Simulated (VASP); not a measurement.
# GaP (F-43m) in VASP: notebook

The runs below take GaP through single point, with PBEsol.

All numbers are computed with VASP 6.6.1; they aren't measurements. Logs are shortened: lines on timing, memory, paths and dates and some standing lists are left out, and cuts for length are marked.

**1. The cell of the first run**

The structure is cubic, space group F-43m (No. 216). The conventional cell has a = 5.223 Å, b = 5.223 Å, c = 5.223 Å, α = 90.00°, β = 90.00°, γ = 90.00°. Ga (site symmetry -43m) has 4 P at 2.26 Å within 3.0 Å. Within 3.0 Å of P (site symmetry -43m) lie 4 Ga at 2.26 Å.

**2. Single point, PBEsol (17.81 Å³/atom)**

INCAR

```
SYSTEM = GaP
ALGO     = Normal         ! electronic algorithm
EDIFF    = 1E-6           ! SCF threshold, eV
ENCUT    = 500            ! plane-wave cutoff, eV
GGA      = PS             ! functional
GGA_COMPAT= .False.      
ISIF     = 2              ! what is computed and relaxed
ISMEAR   = 0              ! smearing method
LASPH    = .True.         ! aspherical terms in the spheres
LCHARG   = .True.         ! write CHGCAR
LELF     = .True.         ! ELF
LREAL    = .False.        ! projectors in reciprocal space
LVHAR    = .True.       
LWAVE    = .False.        ! write WAVECAR
NBANDS   = 16             ! bands
NELM     = 120            ! most SCF steps
PREC     = Accurate       ! precision mode
SIGMA    = 0.01           ! smearing width, eV
```

KPOINTS

```
k-points
0
Gamma
  10 10 10
  0 0 0
```

POSCAR

```
GaP
1.0
    0.0000000000      2.6113238221      2.6113238221
    2.6113238221      0.0000000000      2.6113238221
    2.6113238221      2.6113238221      0.0000000000
Ga P
1 1
Direct
    0.0000000000      0.0000000000      0.0000000000
    0.2500000000      0.2500000000      0.2500000000
```

Potentials or basis: VASP PAW PBE potentials, release 64 (Ga_d, P).

Command:

```console
$ cat potpaw_PBE.64/Ga_d/POTCAR potpaw_PBE.64/P/POTCAR > POTCAR
$ mpirun -np 1 vasp_std > vasp.out
```

OUTCAR:

```text
SYSTEM = GaP
   EDIFF = 1E-6
   ENCUT = 500
   GGA = PS
   ISIF = 2
   ISMEAR = 0
   LASPH = .True.
   LREAL = .False.
   NELM = 120
   PREC = Accurate

 ion  position               nearest neighbor table
   1  0.000  0.000  0.000-   2 2.26   2 2.26   2 2.26   2 2.26
   2  0.250  0.250  0.250-   1 2.26   1 2.26   1 2.26   1 2.26

  LATTYP: Found a face centered cubic cell.
 ALAT       =     5.2226476442

  Lattice vectors:

 A1 = (   0.0000000000,   2.6113238221,   2.6113238221)
 A2 = (   2.6113238221,   0.0000000000,   2.6113238221)
 A3 = (   2.6113238221,   2.6113238221,   0.0000000000)

Analysis of symmetry for initial positions (statically):
=====================================================================
 Subroutine PRICEL returns:
 Original cell was already a primitive cell.

 Routine SETGRP: Setting up the symmetry group for a
 face centered cubic supercell.

 Subroutine GETGRP returns: Found 24 space group operations
 (whereof 24 operations were pure point group operations)
 out of a pool of 48 trial point group operations.

The static configuration has the point symmetry T_d .

Analysis of symmetry for dynamics (positions and initial velocities):
=====================================================================
 Subroutine PRICEL returns:
 Original cell was already a primitive cell.

 Routine SETGRP: Setting up the symmetry group for a
 face centered cubic supercell.

 Subroutine GETGRP returns: Found 24 space group operations
 (whereof 24 operations were pure point group operations)
 out of a pool of 48 trial point group operations.

The dynamic configuration has the point symmetry T_d .

 Subroutine INISYM returns: Found 24 space group operations
 (whereof 24 operations are pure point group operations),
 and found     1 'primitive' translations

----------------------------------------------------------------------------------------

                                     Primitive cell

  volume of cell :      35.6133

  direct lattice vectors                    reciprocal lattice vectors
     0.000000000  2.611323822  2.611323822    -0.191473764  0.191473764  0.191473764
     2.611323822  0.000000000  2.611323822     0.191473764 -0.191473764  0.191473764
     2.611323822  2.611323822  0.000000000     0.191473764  0.191473764 -0.191473764

  length of vectors
     3.692969565  3.692969565  3.692969565     0.331642287  0.331642287  0.331642287

  position of ions in fractional coordinates (direct lattice)
     0.000000000  0.000000000  0.000000000
     0.250000000  0.250000000  0.250000000

  ion indices of the primitive-cell ions
   primitive index   ion index
                 1           1
                 2           2

----------------------------------------------------------------------------------------

 KPOINTS: k-points

Automatic generation of k-mesh.
 Grid dimensions read from file:
 generate k-points for:   10   10   10

 Generating k-lattice:

  Cartesian coordinates                     Fractional coordinates (reciprocal lattice)
    -0.019147376  0.019147376  0.019147376     0.100000000  0.000000000  0.000000000
     0.019147376 -0.019147376  0.019147376     0.000000000  0.100000000  0.000000000
     0.019147376  0.019147376 -0.019147376     0.000000000  0.000000000  0.100000000

  Length of vectors
     0.033164229  0.033164229  0.033164229

  Shift w.r.t. Gamma in fractional coordinates (k-lattice)
     0.000000000  0.000000000  0.000000000

 Subroutine IBZKPT returns following result:
 ===========================================

 Found     47 irreducible k-points:

 Following reciprocal coordinates:
            Coordinates               Weight
  0.000000  0.000000  0.000000      1.000000
  0.100000  0.000000  0.000000      8.000000
  0.200000  0.000000  0.000000      8.000000
  0.300000  0.000000  0.000000      8.000000
  0.400000  0.000000  0.000000      8.000000
  0.500000  0.000000  0.000000      4.000000
[... 16 lines left out ...]
  0.300000  0.300000  0.000000      6.000000
  0.400000  0.300000  0.000000     24.000000
 [... further k-points ...]
   k-points           NKPTS =     47   k-points in BZ     NKDIM =     47   number of bands    NBANDS=     16
   number of dos      NEDOS =    301   number of ions     NIONS =      2
   total plane-waves  NPLWV =  21952
   dimension x,y,z NGX =    28 NGY =   28 NGZ =   28
   dimension x,y,z NGXF=    56 NGYF=   56 NGZF=   56
   ions per type =               1   1
   NGX,Y,Z   is equivalent  to a cutoff of  12.60, 12.60, 12.60 a.u.
   NGXF,Y,Z  is equivalent  to a cutoff of  25.21, 25.21, 25.21 a.u.
 SYSTEM =  GaP
   PREC   = accura    normal or accurate (medium, high low for compatibility)
   ISTART =      0    job   : 0-new  1-cont  2-samecut
   ICHARG =      2    charge: 1-file 2-atom 10-const
   ISPIN  =      1    spin polarized calculation?
   LNONCOLLINEAR =      F non collinear calculations
   LSORBIT =      F    spin-orbit coupling
   LASPH  =      T    aspherical Exc in radial PAW
   ENCUT  =  500.0 eV  36.75 Ry    6.06 a.u.   6.73  6.73  6.73*2*pi/ulx,y,z
   NELM   =    120;   NELMIN=  2; NELMDL= -5     # of ELM steps
   EDIFF  = 0.1E-05   stopping-criterion for ELM
   LREAL  =      F    real-space projection
   EDIFFG = 0.1E-04   stopping-criterion for IOM
   NSW    =      0    number of steps for IOM
   IBRION =     -1    ionic relax: 0-MD 1-quasi-New 2-CG
   NFREE  =      0    steps in history (QN), initial steepest desc. (CG)
   ISIF   =      2    stress and relaxation
   ISYM   =      2    0-nonsym 1-usesym 2-fastsym
   POTIM  = 0.5000    time-step for ionic-motion
   TEBEG  =    0.0;   TEEND  =   0.0 temperature during run
   PSTRESS=    0.0 pullay stress
   NELECT =      18.0000    total number of electrons
   NUPDOWN=      -1.0000    fix difference up-down
   EMIN   =  10.00;   EMAX   =-10.00  energy-range for DOS
   EFERMI =   0.00;   METHOD = LEGACY
   ISMEAR =     0;   SIGMA  =   0.01  broadening in eV -4-tet -1-fermi 0-gaus
   EFERMI_NEDOS =   21; number of points for ismear=-14 and -15
   IALGO  =     38    algorithm
   IMIX   =      4    mixing-type and parameters
     AMIX     =   0.40;   BMIX     =  1.00
     AMIX_MAG =   1.60;   BMIX_MAG =  1.00
  volume/ion in A,a.u.               =      17.81       120.17
  Fermi-wavevector in a.u.,A,eV,Ry     =   1.304052  2.464301 23.137412  1.700552
  Thomas-Fermi vector in A             =   2.435013
   LORBIT       =      0    0 simple, 1 ext, 2 COOP (PROOUT), +10 PAW based schemes
   GGA     = PS    functional components
   LHFCALC =     F    Hartree Fock is set to
   AEXX    =    0.0000 exact exchange contribution
   IVDW    =     0    specifies the selected vdW correction
   LEPSILON=     F    determine dielectric tensor
   LRPA    =     F    only Hartree local field effects (RPA)
 non-spin polarized calculation
 Gauss-broadening in eV      SIGMA  =   0.01
  energy-cutoff  :      500.00
  volume of cell :       35.61
 maximum number of plane-waves:       934
   NGX = 13   NGY = 13   NGZ = 13

 number of electron      18.0000014 magnetization

 Free energy of the ion-electron system (eV)
  ---------------------------------------------------
  ext. energy  EPLUGINS =         0.00000000
  ---------------------------------------------------
  free energy    TOTEN  =        -9.75170717 eV

  energy without entropy =       -9.75170717  energy(sigma->0) =       -9.75170717

 E-fermi :   6.0821     XC(G=0): -10.6138

 val. band max:        5.9737226932   @ k =   0.0000   0.0000   0.0000
 cond. band min:       7.1954114278   @ k =   0.5000   0.5000   0.0000
 fundamental gap:      1.2216887346
 Fermi energy:         6.0821227014

 k-point     1 :       0.0000    0.0000    0.0000
  band No.  band energies     occupation
      1      -8.8591      2.00000
      2      -8.8591      2.00000
      3      -8.8591      2.00000
      4      -8.7123      2.00000
      5      -8.7123      2.00000
      6      -7.5986      2.00000
[... 8 lines left out ...]
     15      15.9172      0.00000
     16      15.9172      0.00000

 k-point     2 :       0.1000    0.0000    0.0000
  band No.  band energies     occupation
      1      -8.8778      2.00000
      2      -8.8544      2.00000
      3      -8.8544      2.00000
      4      -8.7124      2.00000
      5      -8.7124      2.00000
      6      -7.4410      2.00000
[... 8 lines left out ...]
     15      15.3609      0.00000
     16      15.8055      0.00000

 k-point     3 :       0.2000    0.0000    0.0000
  band No.  band energies     occupation
      1      -8.9182      2.00000
      2      -8.8431      2.00000
      3      -8.8431      2.00000
      4      -8.7119      2.00000
      5      -8.7119      2.00000
      6      -6.9902      2.00000
[... 8 lines left out ...]
     15      14.8832      0.00000
     16      16.3031      0.00000

 k-point     4 :       0.3000    0.0000    0.0000
  band No.  band energies     occupation
      1      -8.9584      2.00000
      2      -8.8315      2.00000
      3      -8.8315      2.00000
      4      -8.7086      2.00000
      5      -8.7086      2.00000
      6      -6.2987      2.00000
[... 8 lines left out ...]
     15      15.3881      0.00000
     16      15.9073      0.00000
[... 324 lines left out ...]
 k-point    22 :      -0.2000    0.2000    0.0000
  band No.  band energies     occupation
      1      -8.9643      2.00000
      2      -8.8232      2.00000
      3      -8.8232      2.00000
      4      -8.7185      2.00000
      5      -8.7069      2.00000
      6      -6.0685      2.00000
[... 8 lines left out ...]
     15      17.9285      0.00000
     16      18.7407      0.00000

 k-point    23 :       0.3000    0.3000    0.0000
  band No.  band energies     occupation
      1      -8.9924      2.00000
      2      -8.7953      2.00000
      3      -8.7953      2.00000
      4      -8.7508      2.00000
      5      -8.6903      2.00000
      6      -5.8724      2.00000
[... 8 lines left out ...]
     15      17.3320      0.00000
     16      20.6965      0.00000

 k-point    24 :       0.4000    0.3000    0.0000
  band No.  band energies     occupation
      1      -9.0088      2.00000
      2      -8.7872      2.00000
      3      -8.7832      2.00000
      4      -8.7550      2.00000
      5      -8.6870      2.00000
      6      -5.2430      2.00000
[... 8 lines left out ...]
     15      18.0905      0.00000
     16      20.6062      0.00000

 [... further k-points ...]

------------------------ aborting loop because EDIFF is reached ----------------------------------------

  FORCE on cell =-STRESS in cart. coord.  units (eV):
  Direction    XX          YY          ZZ          XY          YZ          ZX
  --------------------------------------------------------------------------------------
  -------------------------------------------------------------------------------------
  Total        2.9579146      2.9579146      2.9579146      0.0000000     -0.0000000      0.0000000
  in kB      133.0711847    133.0711847    133.0711847      0.0000000     -0.0000000      0.0000000
  external PRESSURE =     133.0711847 kB  Pullay stress =       0.0000000 kB

 VOLUME and BASIS-vectors are now :
 -----------------------------------------------------------------------------
  energy-cutoff  :      500.00
  volume of cell :       35.61
      direct lattice vectors                 reciprocal lattice vectors
     0.000000000  2.611323822  2.611323822    -0.191473764  0.191473764  0.191473764
     2.611323822  0.000000000  2.611323822     0.191473764 -0.191473764  0.191473764
     2.611323822  2.611323822  0.000000000     0.191473764  0.191473764 -0.191473764

 POSITION                                       TOTAL-FORCE (eV/Angst)
 -----------------------------------------------------------------------------------
      0.00000      0.00000      0.00000         0.000000      0.000000      0.000000
      1.30566      1.30566      1.30566        -0.000000     -0.000000     -0.000000
 -----------------------------------------------------------------------------------
    total drift:                                0.000001      0.000001      0.000001

  FREE ENERGIE OF THE ION-ELECTRON SYSTEM (eV)
  ---------------------------------------------------
  free  energy   TOTEN  =        -9.7517071721 eV

  energy  without entropy=       -9.7517071721  energy(sigma->0) =       -9.75170717
```

Wall time 46 s (1 thread of Intel Xeon 8259CL, shared host); peak memory 0.17 GiB.

Results:

- Free energy: -9.7517 eV
- Pressure: 13.3 GPa
- Band gap on the k mesh: 1.22 eV (least direct gap 2.83 eV)

Caveat: the cell stands under pressure; the PAW data sets were made with another functional, which shifts forces and pressure a little. A k mesh can miss the band edges.

**3. Single point, PBEsol (18.62 Å³/atom)**

This run uses another cell than the first one, of 18.62 Å³/atom.

INCAR

```
SYSTEM = GaP
PREC     = Accurate       ! precision mode
ENCUT    = 500            ! plane-wave cutoff, eV
EDIFF    = 1E-6           ! SCF threshold, eV
ISMEAR   = 0              ! smearing method
SIGMA    = 0.01           ! smearing width, eV
LREAL    = .False.        ! projectors in reciprocal space
LASPH    = .True.         ! aspherical terms in the spheres
NELM     = 120            ! most SCF steps
ALGO     = Normal         ! electronic algorithm
ISIF     = 2              ! what is computed and relaxed
LWAVE    = .False.        ! write WAVECAR
LCHARG   = .False.        ! write CHGCAR
GGA      = PS             ! functional
NBANDS   = 16             ! bands
GGA_COMPAT= .False.
```

KPOINTS

```
Automatic mesh
0
Gamma
  10 10 10
  0 0 0
```

POSCAR

```
GaP
1.0
    0.0000000000      2.6503045514      2.6503045514
    2.6503045514      0.0000000000      2.6503045514
    2.6503045514      2.6503045514      0.0000000000
Ga P
1 1
Direct
    0.0000000000      0.0000000000      0.0000000000
    0.2500000000      0.2500000000      0.2500000000
```

Potentials or basis: VASP PAW PBE potentials, release 64 (Ga_d, P).

Command:

```console
$ cat potpaw_PBE.64/Ga_d/POTCAR potpaw_PBE.64/P/POTCAR > POTCAR
$ mpirun -np 1 vasp_std > vasp.out
```

It took 40 s on 1 thread of Intel Xeon 8259CL, shared host; peak memory 0.17 GiB.

It converged, with:

```yaml
Free_energy: -9.8570 eV
Pressure: 7.6 GPa
Band_gap_on_the_k_mesh: 1.33 eV (least direct gap 2.45 eV)
```

Levels at points of the mesh, in eV from the valence-band top:
| k point | band 7 | band 8 | band 9 | band 10 | band 11 | band 12 |
| --- | --- | --- | --- | --- | --- | --- |
| (0.00, 0.00, 0.00) | 0.00 | 0.00 | 0.00 | 2.45 | 3.79 | 3.79 |
| (0.50, 0.00, 0.00) | -7.21 | -1.26 | -1.26 | 1.84 | 4.62 | 4.62 |
| (0.50, 0.50, 0.00) | -7.22 | -3.02 | -3.02 | 1.33 | 1.61 | 11.18 |

Caveat: the cell stands under pressure; the PAW data sets were made with another functional, which shifts forces and pressure a little. A k mesh can miss the band edges.

**4. Single point, PBEsol (19.43 Å³/atom)**

This run uses another cell than the first one, of 19.43 Å³/atom.

INCAR

```
  PREC = Accurate
  ENCUT = 500
  EDIFF = 1E-6
  ISMEAR = 0
  SIGMA = 0.01
  LREAL = False
  LASPH = True
  NELM = 120
  ALGO = Normal
  ISIF = 2
  LWAVE = False
  LCHARG = False
  GGA = PS
  NBANDS = 16
  GGA_COMPAT = False
```

KPOINTS

```
Automatic mesh
0
Gamma
  10 10 10
```

POSCAR

```
GaP
1.0
    0.0000000000      2.6881711610      2.6881711610
    2.6881711610      0.0000000000      2.6881711610
    2.6881711610      2.6881711610      0.0000000000
Ga P
1 1
Direct
    0.0000000000      0.0000000000      0.0000000000
    0.2500000000      0.2500000000      0.2500000000
```

Command:

```console
$ cat potpaw_PBE.64/Ga_d/POTCAR potpaw_PBE.64/P/POTCAR > POTCAR
$ mpirun -np 1 vasp_std > vasp.out
```

Wall time 51 s (1 thread of Intel Xeon 8259CL, shared host); peak memory 0.17 GiB.

Results (log left out):

| Property | Result |
| --- | --- |
| Free energy | -9.9106 eV |
| Pressure | 3.0 GPa |
| Band gap on the k mesh | 1.41 eV (least direct gap 2.09 eV) |

Levels at points of the mesh, in eV from the valence-band top:
| k point | band 7 | band 8 | band 9 | band 10 | band 11 | band 12 |
| --- | --- | --- | --- | --- | --- | --- |
| (0.00, 0.00, 0.00) | 0.00 | 0.00 | 0.00 | 2.09 | 3.81 | 3.81 |
| (0.50, 0.00, 0.00) | -6.94 | -1.19 | -1.19 | 1.71 | 4.64 | 4.64 |
| (0.50, 0.50, 0.00) | -7.01 | -2.86 | -2.86 | 1.43 | 1.67 | 10.86 |

Caveat: the cell stands under pressure; the PAW data sets were made with another functional, which shifts forces and pressure a little.

**5. The runs side by side**

| cell | gap on the mesh (eV) | pressure (GPa) |
| --- | --- | --- |
| a = 3.693 Å, angles 60.0°, 2 atoms | 1.22 | 13.3 |
| a = 3.748 Å, angles 60.0°, 2 atoms | 1.33 | 7.6 |
| a = 3.802 Å, angles 60.0°, 2 atoms | 1.41 | 3.0 |

Alike in all rows: task single point; level PBEsol; potentials or basis VASP PAW PBE potentials, release 64 (Ga_d, P); no spin polarisation; k mesh 10 × 10 × 10; cutoff (eV) 500; smearing gaussian 0.01 eV.

Caveats: the cell stands under pressure; the PAW data sets were made with another functional, which shifts forces and pressure a little.

Total energies depend on the potentials used, so only differences within one code and one set of settings carry meaning.
